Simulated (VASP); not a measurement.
# Ir (Fm-3m) in VASP: notebook

The runs below take Ir through single point, relaxation of cell and atoms, with PBE+D3(BJ).

Everything below comes from runs of VASP 6.6.1. Logs are shortened: lines on timing, memory, paths and dates and some standing lists are left out, and cuts for length are marked.

**1. The cell of the first run**

It takes space group Fm-3m (No. 225, cubic). The conventional cell has a = 3.840 Å, b = 3.840 Å, c = 3.840 Å, α = 90.00°, β = 90.00°, γ = 90.00°. Ir (site symmetry m-3m) has 12 Ir at 2.72 Å within 3.6 Å.

**2. Single point, PBE+D3(BJ)**

Input file INCAR:

```
SYSTEM = Ir
  ALGO = Fast
  EDIFF = 1E-7
  ENCUT = 520
  GGA = PE
  ISIF = 2
  ISMEAR = 0
  IVDW = 12
  LASPH = .TRUE.
  LCHARG = .FALSE.
  LREAL = .FALSE.
  LWAVE = .FALSE.
  NBANDS = 10
  NELM = 100
  PREC = Accurate
  SIGMA = 0.1
```

Input file KPOINTS:

```
k-points
0
G
  18 18 18
  0 0 0
```

Input file POSCAR:

```
Ir
1.0
    0.0000000000      1.9201141667      1.9201141667
    1.9201141667      0.0000000000      1.9201141667
    1.9201141667      1.9201141667      0.0000000000
Ir
1
Direct
    0.0000000000      0.0000000000      0.0000000000
```

Potentials or basis: VASP PAW PBE potentials, release 64 (Ir).

Started as:

```
> cat potpaw_PBE.64/Ir/POTCAR > POTCAR
> mpirun -np 1 vasp_std > vasp.out
```

OUTCAR:

```text
SYSTEM = Ir
   EDIFF = 1E-7
   ENCUT = 520
   GGA = PE
   ISIF = 2
   ISMEAR = 0
   IVDW = 12
   LASPH = .TRUE.
   LREAL = .FALSE.
   NELM = 100
   PREC = Accurate
 IVDW          = 12

 ion  position               nearest neighbor table
   1  0.000  0.000  0.000-

  LATTYP: Found a face centered cubic cell.
 ALAT       =     3.8402283334

  Lattice vectors:

 A1 = (   0.0000000000,   1.9201141667,   1.9201141667)
 A2 = (   1.9201141667,   0.0000000000,   1.9201141667)
 A3 = (   1.9201141667,   1.9201141667,   0.0000000000)

Analysis of symmetry for initial positions (statically):
=====================================================================
 Subroutine PRICEL returns:
 Original cell was already a primitive cell.

 Routine SETGRP: Setting up the symmetry group for a
 face centered cubic supercell.

 Subroutine GETGRP returns: Found 48 space group operations
 (whereof 48 operations were pure point group operations)
 out of a pool of 48 trial point group operations.

The static configuration has the point symmetry O_h .

Analysis of symmetry for dynamics (positions and initial velocities):
=====================================================================
 Subroutine PRICEL returns:
 Original cell was already a primitive cell.

 Routine SETGRP: Setting up the symmetry group for a
 face centered cubic supercell.

 Subroutine GETGRP returns: Found 48 space group operations
 (whereof 48 operations were pure point group operations)
 out of a pool of 48 trial point group operations.

The dynamic configuration has the point symmetry O_h .

 Subroutine INISYM returns: Found 48 space group operations
 (whereof 48 operations are pure point group operations),
 and found     1 'primitive' translations

----------------------------------------------------------------------------------------

                                     Primitive cell

  volume of cell :      14.1583

  direct lattice vectors                    reciprocal lattice vectors
     0.000000000  1.920114167  1.920114167    -0.260401183  0.260401183  0.260401183
     1.920114167  0.000000000  1.920114167     0.260401183 -0.260401183  0.260401183
     1.920114167  1.920114167  0.000000000     0.260401183  0.260401183 -0.260401183

  length of vectors
     2.715451496  2.715451496  2.715451496     0.451028079  0.451028079  0.451028079

  position of ions in fractional coordinates (direct lattice)
     0.000000000  0.000000000  0.000000000

  ion indices of the primitive-cell ions
   primitive index   ion index
                 1           1

----------------------------------------------------------------------------------------
[... 80 lines left out ...]
   PSTRESS=    0.0 pullay stress
   NELECT =       9.0000    total number of electrons
   NUPDOWN=      -1.0000    fix difference up-down
   EMIN   =  10.00;   EMAX   =-10.00  energy-range for DOS
   EFERMI =   0.00;   METHOD = LEGACY
   ISMEAR =     0;   SIGMA  =   0.10  broadening in eV -4-tet -1-fermi 0-gaus
   EFERMI_NEDOS =   21; number of points for ismear=-14 and -15
   IALGO  =     68    algorithm
   IMIX   =      4    mixing-type and parameters
     AMIX     =   0.40;   BMIX     =  1.00
     AMIX_MAG =   1.60;   BMIX_MAG =  1.00
  volume/ion in A,a.u.               =      14.16        95.54
  Fermi-wavevector in a.u.,A,eV,Ry     =   1.407620  2.660015 26.958485  1.981393
  Thomas-Fermi vector in A             =   2.529860
   LORBIT       =      0    0 simple, 1 ext, 2 COOP (PROOUT), +10 PAW based schemes
   GGA     = PE    functional components
   LHFCALC =     F    Hartree Fock is set to
   AEXX    =    0.0000 exact exchange contribution
   IVDW    =    12    specifies the selected vdW correction
   LEPSILON=     F    determine dielectric tensor
   LRPA    =     F    only Hartree local field effects (RPA)
 non-spin polarized calculation
 RMM-DIIS sequential band-by-band and
 Gauss-broadening in eV      SIGMA  =   0.10
  energy-cutoff  :      520.00
  volume of cell :       14.16
 maximum number of plane-waves:       392
   NGX =  9   NGY =  9   NGZ =  9

 number of electron       9.0000000 magnetization

 Free energy of the ion-electron system (eV)
  ---------------------------------------------------
  ext. energy  EPLUGINS =         0.00000000
  ---------------------------------------------------
  free energy    TOTEN  =        -8.84342233 eV

  energy without entropy =       -8.83830732  energy(sigma->0) =       -8.84086482

 E-fermi :  10.4285     XC(G=0): -13.9834

 val. band max:       10.4239082171   @ k =   0.5000   0.2222   0.1111
 cond. band min:      10.4344431328   @ k =   0.3333   0.1111   0.0556
 fundamental gap:      0.0105349157
 Fermi energy:        10.4284735830

 k-point     1 :       0.0000    0.0000    0.0000
  band No.  band energies     occupation
      1      -0.7184      2.00000
      2       6.5124      2.00000
      3       6.5124      2.00000
      4       6.5124      2.00000
      5       9.1982      2.00000
      6       9.1982      2.00000
      7      24.7193      0.00000
      8      30.3014      0.00000
      9      30.3014      0.00000
     10      30.3014      0.00000
[... 287 lines left out ...]
 k-point    24 :      -0.2222    0.0556    0.0000
  band No.  band energies     occupation
      1       1.4952      2.00000
      2       5.8472      2.00000
      3       6.9678      2.00000
      4       7.0597      2.00000
      5       8.9100      2.00000
      6       9.7692      2.00000
      7      24.5580      0.00000
      8      27.3471      0.00000
      9      32.4477      0.00000
     10      33.6769      0.00000

 [... further k-points ...]

------------------------ aborting loop because EDIFF is reached ----------------------------------------

 Edisp (eV)   -0.73450

 E8    (eV) :    -0.3426

  FORCE on cell =-STRESS in cart. coord.  units (eV):
  Direction    XX          YY          ZZ          XY          YZ          ZX
  --------------------------------------------------------------------------------------
  -------------------------------------------------------------------------------------
  Total       0.05746     0.05746     0.05746    -0.00000     0.00000     0.00000
  in kB       6.50171     6.50171     6.50171    -0.00000     0.00000     0.00000
  external pressure =        6.50 kB  Pullay stress =        0.00 kB

 VOLUME and BASIS-vectors are now :
 -----------------------------------------------------------------------------
  energy-cutoff  :      520.00
  volume of cell :       14.16
      direct lattice vectors                 reciprocal lattice vectors
     0.000000000  1.920114167  1.920114167    -0.260401183  0.260401183  0.260401183
     1.920114167  0.000000000  1.920114167     0.260401183 -0.260401183  0.260401183
     1.920114167  1.920114167  0.000000000     0.260401183  0.260401183 -0.260401183

 POSITION                                       TOTAL-FORCE (eV/Angst)
 -----------------------------------------------------------------------------------
      0.00000      0.00000      0.00000         0.000000     -0.000000     -0.000000
 -----------------------------------------------------------------------------------
    total drift:                                0.000000     -0.000000     -0.000000

  FREE ENERGIE OF THE ION-ELECTRON SYSTEM (eV)
  ---------------------------------------------------
  free  energy   TOTEN  =        -9.5779215087 eV

  energy  without entropy=       -9.5728065050  energy(sigma->0) =       -9.57536401
```

stdout:

```text
POSCAR found type information on POSCAR Ir
 POSCAR found :  1 types and       1 ions
 scaLAPACK will be used
 LDA part: xc-table for (Slater+PW92), standard interpolation
 POSCAR, INCAR and KPOINTS ok, starting setup
 FFT: planning ... GRIDC
 FFT: planning ... GRID_SOFT
 FFT: planning ... GRID
 WAVECAR not read
 entering main loop
```

It took 19 s on 1 thread of Intel Xeon Platinum 8488C (Sapphire Rapids), shared host; peak memory 0.15 GiB.

Results:

- Free energy: -9.5779 eV
- Pressure: 0.7 GPa
- Dispersion energy per atom: -0.735 eV

Caveat: spin-orbit coupling is left out, which moves the levels of the heavy elements; pairwise dispersion overbinds metals, which lowers pressure and volume.

**3. Relaxation of cell and atoms, PBE+D3(BJ)**

Input file INCAR:

```
ALGO = Normal
EDIFF = 1E-7
EDIFFG = -0.005
ENCUT = 600
GGA = PE
IBRION = 2
ISIF = 3
ISMEAR = 0
IVDW = 12
LASPH = True
LCHARG = False
LREAL = False
LWAVE = False
NELM = 60
NSW = 100
PREC = Accurate
SIGMA = 0.1
```

Input file KPOINTS:

```
k-points
0
Gamma
  18 18 18
```

Input file POSCAR:

```
Ir
1.0
    0.0000000000      1.9197000000      1.9197000000
    1.9197000000      0.0000000000      1.9197000000
    1.9197000000      1.9197000000      0.0000000000
Ir
1
Direct
    0.0000000000      0.0000000000      0.0000000000
```

Potentials or basis: VASP PAW PBE potentials, release 64 (Ir).

Started as:

```
> cat potpaw_PBE.64/Ir/POTCAR > POTCAR
> mpirun -np 1 vasp_std > vasp.out
```

It took 26 s on 1 thread of Intel Xeon Platinum 8488C (Sapphire Rapids), shared host; peak memory 0.18 GiB.

It converged, with:

```
Free energy                            : -9.5782 eV
Relaxed volume                         : 14.19 Å³/atom
Relaxed cell                           : a = 2.717 Å, b = 2.717 Å, c = 2.717 Å, α = 60.00°, β = 60.00°, γ = 60.00°
Space group after relaxing (to 0.05 Å) : Fm-3m (No. 225)
Energy gained by relaxing              : 0.1 meV/atom
Ionic steps                            : 3
Pressure after relaxing                : 0.0 GPa
Dispersion energy per atom             : -0.733 eV
```

The path:
```
step  energy change (eV)  largest force (eV/Å)  pressure (GPa)  volume (Å³)
   1              0.0000                0.0000            1.04        14.15
   2              0.0017                0.0000           -3.84        14.34
   3             -0.0001                0.0000            0.02        14.19
```

Final structure:
```
CELL_PARAMETERS angstrom
0.00000 1.92143 1.92143
1.92143 0.00000 1.92143
1.92143 1.92143 0.00000
ATOMIC_POSITIONS crystal
Ir 0.00000 0.00000 0.00000
```

Levels at points of the mesh, in eV from the Fermi level:
```
           k point  band 1  band 2  band 3  band 4  band 5  band 6  band 7  band 8
(0.00, 0.00, 0.00)  -11.12   -3.90   -3.90   -3.90   -1.23   -1.23   14.30   19.87
(0.50, 0.00, 0.00)   -8.10   -4.01   -4.01   -0.79    0.86    0.86    7.20   13.84
(0.50, 0.50, 0.00)   -7.92   -7.34    0.83    1.43    1.43    1.66   10.44   11.66
```

Caveat: spin-orbit coupling is left out, which moves the levels of the heavy elements; pairwise dispersion overbinds metals, which lowers pressure and volume.
